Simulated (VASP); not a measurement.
# Hf4H3 (P-42m) in VASP: further runs

The runs below take Hf4H3 through single point, relaxation of shape and atoms at fixed volume, with PBE, r2SCAN.

Everything below comes from runs of VASP 6.6.1. Logs are shortened: lines on timing, memory, paths and dates and some standing lists are left out, and cuts for length are marked.

**1. The cell of the first run**

The structure is tetragonal, space group P-42m (No. 111). The conventional cell has a = 4.552 Å, b = 4.552 Å, c = 4.640 Å, α = 90.00°, β = 90.00°, γ = 90.00°. Hf (site symmetry m) has 3 H at 1.98 to 2.04 Å within 2.6 Å. Within 2.7 Å of H (site symmetry -42m) lie 4 Hf at 2.04 Å and 2 H at 2.32 Å. H (site symmetry -42m) has 4 Hf at 1.99 Å and 2 H at 2.32 Å within 2.6 Å. H (site symmetry -42m) has 4 Hf at 1.98 Å within 2.6 Å.

**2. Single point, PBE (13.73 Å³/atom)**

INCAR reads:

```
PREC = Accurate ; ENCUT = 520
EDIFF = 1E-7 ; ISMEAR = 0
SIGMA = 0.1 ; LREAL = F
LASPH = T ; NELM = 60
ALGO = Normal ; ISIF = 2
LWAVE = F ; LCHARG = T
GGA = PE ; LELF = T
LVHAR = T ; NBANDS = 30
```

KPOINTS reads:

```
regular mesh
0
Gamma
  8 8 8
```

POSCAR reads:

```
Hf4H3
1.0
    4.5520240925      0.0000000000      0.0000000000
    0.0000000000      4.5520240925      0.0000000000
    0.0000000000      0.0000000000      4.6399089731
Hf H
4 3
Direct
    0.2560202138      0.2560202138      0.2603200660
    0.7439797862      0.7439797862      0.2603200660
    0.7439797862      0.2560202138      0.7396799340
    0.2560202138      0.7439797862      0.7396799340
    0.0000000000      0.0000000000      0.0000000000
    0.0000000000      0.0000000000      0.5000000000
    0.5000000000      0.5000000000      0.0000000000
```

Potentials or basis: VASP PAW PBE potentials, release 64 (Hf_pv, H).

Run with:

```
> cat potpaw_PBE.64/Hf_pv/POTCAR potpaw_PBE.64/H/POTCAR > POTCAR
> mpirun -np 1 vasp_std > vasp.out
```

OUTCAR:

```text
PREC = Accurate
   ENCUT = 520
   EDIFF = 1E-7
   ISMEAR = 0
   LREAL = F
   LASPH = T
   NELM = 60
   ISIF = 2
   GGA = PE

 ion  position               nearest neighbor table
   1  0.256  0.256  0.260-   7 1.98   6 1.99   5 2.04   2 3.14   4 3.14   3 3.14   2 3.22   2 3.22
                             4 3.22   3 3.22   3 3.28   4 3.28   2 3.30   3 3.36   4 3.36
   2  0.744  0.744  0.260-   7 1.98   6 1.99   5 2.04   1 3.14   4 3.14   3 3.14   1 3.22   1 3.22
                             4 3.22   3 3.22   3 3.28   4 3.28   1 3.30   4 3.36   3 3.36
   3  0.744  0.256  0.740-   7 1.98   6 1.99   5 2.04   4 3.14   1 3.14   2 3.14   4 3.22   4 3.22
                             2 3.22   1 3.22   1 3.28   2 3.28   4 3.30   1 3.36   2 3.36
   4  0.256  0.744  0.740-   7 1.98   6 1.99   5 2.04   3 3.14   1 3.14   2 3.14   3 3.22   3 3.22
                             2 3.22   1 3.22   1 3.28   2 3.28   3 3.30   1 3.36   2 3.36
   5  0.000  0.000  0.000-   1 2.04   2 2.04   3 2.04   4 2.04
   6  0.000  0.000  0.500-   1 1.99   2 1.99   3 1.99   4 1.99
   7  0.500  0.500  0.000-   1 1.98   2 1.98   3 1.98   4 1.98

  LATTYP: Found a simple tetragonal cell.
 ALAT       =     4.5520240925
 C/A-ratio  =     1.0193067697

  Lattice vectors:

 A1 = (   4.5520240925,   0.0000000000,   0.0000000000)
 A2 = (   0.0000000000,   4.5520240925,   0.0000000000)
 A3 = (   0.0000000000,   0.0000000000,   4.6399089731)

Analysis of symmetry for initial positions (statically):
=====================================================================
 Subroutine PRICEL returns:
 Original cell was already a primitive cell.

 Routine SETGRP: Setting up the symmetry group for a
 simple tetragonal supercell.

 Subroutine GETGRP returns: Found  8 space group operations
 (whereof  8 operations were pure point group operations)
 out of a pool of 16 trial point group operations.

The static configuration has the point symmetry D_2d.

Analysis of symmetry for dynamics (positions and initial velocities):
=====================================================================
 Subroutine PRICEL returns:
 Original cell was already a primitive cell.

 Routine SETGRP: Setting up the symmetry group for a
 simple tetragonal supercell.

 Subroutine GETGRP returns: Found  8 space group operations
 (whereof  8 operations were pure point group operations)
 out of a pool of 16 trial point group operations.

The dynamic configuration has the point symmetry D_2d.

 Subroutine INISYM returns: Found  8 space group operations
 (whereof  8 operations are pure point group operations),
 and found     1 'primitive' translations

----------------------------------------------------------------------------------------

                                     Primitive cell

  volume of cell :      96.1432

  direct lattice vectors                    reciprocal lattice vectors
     4.552024092  0.000000000  0.000000000     0.219682493  0.000000000  0.000000000
     0.000000000  4.552024092  0.000000000     0.000000000  0.219682493  0.000000000
     0.000000000  0.000000000  4.639908973     0.000000000  0.000000000  0.215521469

  length of vectors
     4.552024092  4.552024092  4.639908973     0.219682493  0.219682493  0.215521469

  position of ions in fractional coordinates (direct lattice)
     0.256020214  0.256020214  0.260320066
     0.743979786  0.743979786  0.260320066
     0.743979786  0.256020214  0.739679934
     0.256020214  0.743979786  0.739679934
     0.000000000  0.000000000  0.000000000
     0.000000000  0.000000000  0.500000000
     0.500000000  0.500000000  0.000000000

  ion indices of the primitive-cell ions
   primitive index   ion index
                 1           1
                 2           2
                 3           3
                 4           4
                 5           5
                 6           6
                 7           7

----------------------------------------------------------------------------------------

 KPOINTS: regular mesh

Automatic generation of k-mesh.
[... 47 lines left out ...]
   LRPA    =     F    only Hartree local field effects (RPA)
 non-spin polarized calculation
 Gauss-broadening in eV      SIGMA  =   0.10
  energy-cutoff  :      520.00
  volume of cell :       96.14
 maximum number of plane-waves:      2618
 NGX is ok and might be reduce to    36
   NGX = 17   NGY = 17   NGZ = 17

 number of electron      43.0000005 magnetization

 Free energy of the ion-electron system (eV)
  ---------------------------------------------------
  ext. energy  EPLUGINS =         0.00000000
  ---------------------------------------------------
  free energy    TOTEN  =       -51.98305497 eV

  energy without entropy =      -51.96334860  energy(sigma->0) =      -51.97320178

 E-fermi :   4.6801     XC(G=0): -11.2963

 val. band max:        4.6733706281   @ k =   0.3750   0.1250   0.0000
 cond. band min:       4.6818897400   @ k =   0.2500   0.2500   0.2500
 fundamental gap:      0.0085191119
 Fermi energy:         4.6801448695

 k-point     1 :       0.0000    0.0000    0.0000
  band No.  band energies     occupation
      1     -26.3907      2.00000
      2     -26.1653      2.00000
      3     -26.1287      2.00000
      4     -25.9103      2.00000
      5     -25.8665      2.00000
      6     -25.8665      2.00000
[... 22 lines left out ...]
     29      10.4054      0.00000
     30      10.4082      0.00000

 k-point     2 :       0.1250    0.0000    0.0000
  band No.  band energies     occupation
      1     -26.3705      2.00000
      2     -26.1498      2.00000
      3     -26.1115      2.00000
      4     -25.9106      2.00000
      5     -25.8854      2.00000
      6     -25.8600      2.00000
[... 22 lines left out ...]
     29       9.8213      0.00000
     30      10.1768      0.00000

 k-point     3 :       0.2500    0.0000    0.0000
  band No.  band energies     occupation
      1     -26.3129      2.00000
      2     -26.1062      2.00000
      3     -26.0616      2.00000
      4     -25.9391      2.00000
      5     -25.9106      2.00000
      6     -25.8465      2.00000
[... 682 lines left out ...]
     29       7.6813      0.00000
     30       8.5361      0.00000

 k-point    24 :       0.5000    0.1250    0.1250
  band No.  band energies     occupation
      1     -26.1818      2.00000
      2     -26.0923      2.00000
      3     -26.0328      2.00000
      4     -25.9533      2.00000
      5     -25.9188      2.00000
      6     -25.8683      2.00000
[... 22 lines left out ...]
     29       7.7122      0.00000
     30       7.8334      0.00000

 [... further k-points ...]

------------------------ aborting loop because EDIFF is reached ----------------------------------------

  FORCE on cell =-STRESS in cart. coord.  units (eV):
  Direction    XX          YY          ZZ          XY          YZ          ZX
  --------------------------------------------------------------------------------------
  -------------------------------------------------------------------------------------
  Total        1.9887370      1.9887370      1.9601112      0.0000000      0.0000000      0.0000000
  in kB       33.1412878     33.1412878     32.6642533      0.0000000      0.0000000      0.0000000
  external PRESSURE =      32.9822763 kB  Pullay stress =       0.0000000 kB

 VOLUME and BASIS-vectors are now :
 -----------------------------------------------------------------------------
  energy-cutoff  :      520.00
  volume of cell :       96.14
      direct lattice vectors                 reciprocal lattice vectors
     4.552024092  0.000000000  0.000000000     0.219682493  0.000000000  0.000000000
     0.000000000  4.552024092  0.000000000     0.000000000  0.219682493  0.000000000
     0.000000000  0.000000000  4.639908973     0.000000000  0.000000000  0.215521469

 POSITION                                       TOTAL-FORCE (eV/Angst)
 -----------------------------------------------------------------------------------
      1.16541      1.16541      1.20786         0.001529      0.001529      0.000949
      3.38661      3.38661      1.20786        -0.001529     -0.001529      0.000949
      3.38661      1.16541      3.43205        -0.001529      0.001529     -0.000949
      1.16541      3.38661      3.43205         0.001529     -0.001529     -0.000949
      0.00000      0.00000      0.00000         0.000000     -0.000000      0.000000
      0.00000      0.00000      2.31995         0.000000     -0.000000      0.000000
      2.27601      2.27601      0.00000         0.000000     -0.000000      0.000000
 -----------------------------------------------------------------------------------
    total drift:                                0.000000      0.000000     -0.000000

  FREE ENERGIE OF THE ION-ELECTRON SYSTEM (eV)
  ---------------------------------------------------
  free  energy   TOTEN  =       -51.9830549706 eV

  energy  without entropy=      -51.9633485958  energy(sigma->0) =      -51.97320178
```

Wall time 5.3 min (1 thread of Intel Xeon 8259CL, shared host); peak memory 0.32 GiB.

Results:

```
Free energy            : -51.9831 eV
Pressure               : 3.3 GPa
Band gap on the k mesh : zero (an odd number of electrons rules out a gap without spin polarisation)
```

Forces in eV/Å, atoms in the order of the input:
```
Hf   0.002  0.002  0.001
Hf  -0.002 -0.002  0.001
Hf  -0.002  0.002 -0.001
Hf   0.002 -0.002 -0.001
H    0.000  0.000  0.000
H    0.000  0.000  0.000
H    0.000  0.000  0.000
```

Levels at points of the mesh, in eV from the Fermi level:
```tsv
k point	band 19	band 20	band 21	band 22	band 23	band 24	band 25	band 26
(0.00, 0.00, 0.00)	-3.26	-1.92	0.42	0.85	1.01	1.01	2.22	3.70
(0.50, 0.00, 0.00)	-1.83	-0.77	-0.58	-0.39	0.91	1.44	1.53	1.85
(0.50, 0.50, 0.00)	-0.63	-0.63	-0.54	-0.30	0.05	0.05	2.12	2.12
(0.00, 0.00, 0.50)	-1.76	-0.87	-0.43	-0.31	0.39	1.38	1.77	1.77
(0.50, 0.00, 0.50)	-1.32	-0.60	-0.37	-0.24	-0.16	-0.15	2.05	2.19
(0.50, 0.50, 0.50)	0.10	0.10	0.52	0.70	0.70	0.74	1.08	1.08
```

Caveat: the cell stands under pressure; spin-orbit coupling is left out, which moves the levels of the heavy elements; an odd number of electrons without spin polarisation forces a metal; a magnetic or distorted state may lie lower.

**3. Single point, PBE**

This run uses another cell than the first one, of 14.16 Å³/atom.

INCAR reads:

```
PREC = Accurate ; ENCUT = 520
EDIFF = 1E-7 ; ISMEAR = 0
SIGMA = 0.1 ; LREAL = F
LASPH = T ; NELM = 60
ALGO = Normal ; ISIF = 2
LWAVE = F ; LCHARG = F
GGA = PE ; NBANDS = 30
```

KPOINTS reads:

```
Automatic mesh
0
Gamma
  8 8 8
```

POSCAR reads:

```
Hf4H3
1.0
    4.5973516172      0.0000000000      0.0000000000
    0.0000000000      4.5973516172      0.0000000000
    0.0000000000      0.0000000000      4.6895523501
Hf H
4 3
Direct
    0.2561405950      0.2561405950      0.2607295108
    0.7438594050      0.7438594050      0.2607295108
    0.7438594050      0.2561405950      0.7392704892
    0.2561405950      0.7438594050      0.7392704892
    0.0000000000      0.0000000000      0.0000000000
    0.0000000000      0.0000000000      0.5000000000
    0.5000000000      0.5000000000      0.0000000000
```

Potentials or basis: VASP PAW PBE potentials, release 64 (Hf_pv, H).

Run with:

```
> cat potpaw_PBE.64/Hf_pv/POTCAR potpaw_PBE.64/H/POTCAR > POTCAR
> mpirun -np 1 vasp_std > vasp.out
```

It took 4.9 min on 1 thread of Intel Xeon 8259CL, shared host; peak memory 0.32 GiB.

The run converged. Its results:

- Free energy: -52.0087 eV
- Pressure: -0.6 GPa
- Largest force: 0.004 eV/Å
- Band gap on the k mesh: zero (an odd number of electrons rules out a gap without spin polarisation)

Forces on the atoms (eV/Å):
```
Hf   0.002  0.002 -0.003
Hf  -0.002 -0.002 -0.003
Hf  -0.002  0.002  0.003
Hf   0.002 -0.002  0.003
H    0.000  0.000  0.000
H    0.000  0.000  0.000
H    0.000  0.000  0.000
```

Stress tensor (GPa, compression positive):
```
-0.60  0.00  0.00
 0.00 -0.60  0.00
 0.00  0.00 -0.69
```

Levels at points of the mesh, in eV from the Fermi level:
```csv
k point,band 20,band 21,band 22,band 23,band 24,band 25
"(0.00, 0.00, 0.00)",-1.82,0.34,0.84,1.00,1.00,2.09
"(0.50, 0.00, 0.00)",-0.73,-0.55,-0.39,0.91,1.42,1.45
"(0.50, 0.50, 0.00)",-0.61,-0.51,-0.28,0.08,0.08,2.07
"(0.00, 0.00, 0.50)",-0.83,-0.43,-0.29,0.38,1.37,1.70
"(0.50, 0.00, 0.50)",-0.58,-0.34,-0.22,-0.13,-0.12,2.00
"(0.50, 0.50, 0.50)",0.04,0.52,0.69,0.69,0.73,1.06
```

Caveat: spin-orbit coupling is left out, which moves the levels of the heavy elements; an odd number of electrons without spin polarisation forces a metal; a magnetic or distorted state may lie lower.

**4. Single point, r2SCAN**

This run uses another cell than the first one, of 14.16 Å³/atom.

POSCAR is that of step 3.

INCAR.step1 reads:

```
  ALGO = Normal
  EDIFF = 1E-4
  ENCUT = 520
  GGA = PE
  ISMEAR = 0
  LASPH = True
  LCHARG = False
  LREAL = False
  LWAVE = True
  NBANDS = 30
  NELM = 60
  PREC = Accurate
  SIGMA = 0.1
```

INCAR.step2 reads:

```
  ALGO = Normal
  EDIFF = 1E-7
  ENCUT = 520
  ISIF = 2
  ISMEAR = 0
  ISTART = 1
  LASPH = True
  LCHARG = False
  LMIXTAU = True
  LREAL = False
  LWAVE = False
  METAGGA = R2SCAN
  NBANDS = 30
  NELM = 60
  PREC = Accurate
  SIGMA = 0.1
```

KPOINTS reads:

```
k-points
0
Gamma
  8 8 8
```

Run with:

```
> cat potpaw_PBE.64/Hf_pv/POTCAR potpaw_PBE.64/H/POTCAR > POTCAR
> cp INCAR.step1 INCAR
> mpirun -np 1 vasp_std > vasp.out
> cp INCAR.step2 INCAR
> mpirun -np 1 vasp_std > vasp.out
```

Run time: 14 min. Hardware: 1 thread of Intel Xeon 8259CL, shared host; peak memory 0.34 GiB.

It converged, with:

* Free energy: -193.5035 eV
* Pressure: -2.3 GPa
* Largest force: 0.042 eV/Å
* Band gap on the k mesh: zero (an odd number of electrons rules out a gap without spin polarisation)

Forces on the atoms (eV/Å):
```
Hf  -0.007 -0.007 -0.040
Hf   0.007  0.007 -0.040
Hf   0.007 -0.007  0.040
Hf  -0.007  0.007  0.040
H    0.000  0.000  0.000
H    0.000  0.000  0.000
H    0.000  0.000  0.000
```

Stress tensor (GPa, compression positive):
```
-2.30  0.00  0.00
 0.00 -2.30  0.00
 0.00  0.00 -2.43
```

Levels at points of the mesh, in eV from the Fermi level:
```tsv
k point	band 19	band 20	band 21	band 22	band 23	band 24	band 25	band 26
(0.00, 0.00, 0.00)	-3.26	-1.91	0.16	0.97	1.14	1.14	1.97	3.90
(0.50, 0.00, 0.00)	-1.86	-0.78	-0.60	-0.49	1.04	1.59	1.68	2.04
(0.50, 0.50, 0.00)	-0.67	-0.67	-0.50	-0.28	0.11	0.11	2.30	2.30
(0.00, 0.00, 0.50)	-1.78	-0.88	-0.52	-0.38	0.49	1.53	1.94	1.94
(0.50, 0.00, 0.50)	-1.42	-0.65	-0.32	-0.20	-0.10	-0.09	2.23	2.36
(0.50, 0.50, 0.50)	-0.22	-0.22	0.69	0.86	0.86	0.87	1.21	1.21
```

Caveat: the PAW data sets were made with another functional, which shifts forces and pressure a little; spin-orbit coupling is left out, which moves the levels of the heavy elements; an odd number of electrons without spin polarisation forces a metal; a magnetic or distorted state may lie lower.

**5. Relaxation of shape and atoms at fixed volume, PBE (13.73 Å³/atom)**

INCAR reads:

```
SYSTEM = Hf4H3
PREC     = Accurate       ! precision mode
ENCUT    = 600            ! plane-wave cutoff, eV
EDIFF    = 1E-6           ! SCF threshold, eV
ISMEAR   = 0              ! smearing method
SIGMA    = 0.1            ! smearing width, eV
LREAL    = .False.        ! projectors in reciprocal space
LASPH    = .True.         ! aspherical terms in the spheres
NELM     = 80             ! most SCF steps
ALGO     = Normal         ! electronic algorithm
ISIF     = 4              ! what is computed and relaxed
LWAVE    = .False.        ! write WAVECAR
LCHARG   = .False.        ! write CHGCAR
GGA      = PE             ! functional
IBRION   = 2              ! ionic algorithm
NSW      = 50             ! ionic steps
EDIFFG   = -0.01          ! ionic threshold
```

KPOINTS reads:

```
regular mesh
0
Gamma
  8 8 8
  0 0 0
```

POSCAR, as its differences from that of step 4:

```diff
@@ -2,5 +2,5 @@
 1.0
-    4.5973516172      0.0000000000      0.0000000000
-    0.0000000000      4.5973516172      0.0000000000
-    0.0000000000      0.0000000000      4.6895523501
+    4.5509105469      0.0000000000      0.0000000000
+    0.0000000000      4.5509105469      0.0000000000
+    0.0000000000      0.0000000000      4.6421798956
 Hf H
```

Run with:

```
> cat potpaw_PBE.64/Hf_pv/POTCAR potpaw_PBE.64/H/POTCAR > POTCAR
> mpirun -np 1 vasp_std > vasp.out
```

Wall time 5.4 min (1 thread of Intel Xeon 8259CL, shared host); peak memory 0.35 GiB.

Results (log left out):

| Item | Value |
| --- | --- |
| Free energy | -51.9864 eV |
| Energy gained by relaxing | 0.0 meV/atom |
| Ionic steps | 2 |
| Pressure after relaxing | 3.4 GPa |
| Largest force after relaxing | 0.009 eV/Å |
| Band gap on the k mesh | zero (an odd number of electrons rules out a gap without spin polarisation) |

Forces in eV/Å, atoms in the order of the input:
```
Hf   0.000  0.000 -0.009
Hf   0.000  0.000 -0.009
Hf   0.000  0.000  0.009
Hf   0.000  0.000  0.009
H    0.000  0.000  0.000
H    0.000  0.000  0.000
H    0.000  0.000  0.000
```

Final structure:
```
Hf H
1.0
     4.55144    0.00000    0.00000
     0.00000    4.55144    0.00000
     0.00000    0.00000    4.64111
Hf H
4 3
Direct
  0.25604 0.25604 0.26045
  0.74396 0.74396 0.26045
  0.74396 0.25604 0.73955
  0.25604 0.74396 0.73955
  0.00000 0.00000 0.00000
  0.00000 0.00000 0.50000
  0.50000 0.50000 0.00000
```

Levels at points of the mesh, in eV from the Fermi level:
```csv
k point,band 19,band 20,band 21,band 22,band 23,band 24,band 25
"(0.00, 0.00, 0.00)",-3.26,-1.92,0.42,0.85,1.02,1.02,2.23
"(0.50, 0.00, 0.00)",-1.83,-0.77,-0.58,-0.39,0.91,1.44,1.52
"(0.50, 0.50, 0.00)",-0.64,-0.64,-0.54,-0.30,0.05,0.05,2.12
"(0.00, 0.00, 0.50)",-1.76,-0.87,-0.43,-0.30,0.38,1.38,1.77
"(0.50, 0.00, 0.50)",-1.32,-0.60,-0.37,-0.24,-0.16,-0.15,2.05
"(0.50, 0.50, 0.50)",0.10,0.10,0.51,0.70,0.70,0.74,1.08
```

Caveat: spin-orbit coupling is left out, which moves the levels of the heavy elements; an odd number of electrons without spin polarisation forces a metal; a magnetic or distorted state may lie lower.

**6. Summary**

```tsv
task	level	cell	cutoff (eV)	gap on the mesh (eV)	pressure (GPa)	largest force (eV/Å)
single point	PBE	a = 4.552, b = 4.552, c = 4.640 Å, 7 atoms, atomic positions A	520	none	3.3	-
single point	PBE	a = 4.597, b = 4.597, c = 4.690 Å, 7 atoms, atomic positions B	520	none	-0.6	-
single point	r2SCAN	a = 4.597, b = 4.597, c = 4.690 Å, 7 atoms, atomic positions B	520	none	-2.3	0.04
relaxation of shape and atoms at fixed volume	PBE	relaxed from a = 4.551, b = 4.551, c = 4.642 Å, 7 atoms, atomic positions B	600	none	3.4	0.01
```

Alike in all rows: potentials or basis VASP PAW PBE potentials, release 64 (Hf_pv, H); no spin polarisation; k mesh 8 × 8 × 8; smearing gaussian 0.1 eV.

Caveats: spin-orbit coupling is left out, which moves the levels of the heavy elements; an odd number of electrons without spin polarisation forces a metal; a magnetic or distorted state may lie lower; the cell stands under pressure (at least some runs); the PAW data sets were made with another functional, which shifts forces and pressure a little (at least some runs).

Absolute energies hang on the potentials; compare differences alone.

The gap in the log of VASP goes by the Fermi energy; the results here count the filled bands.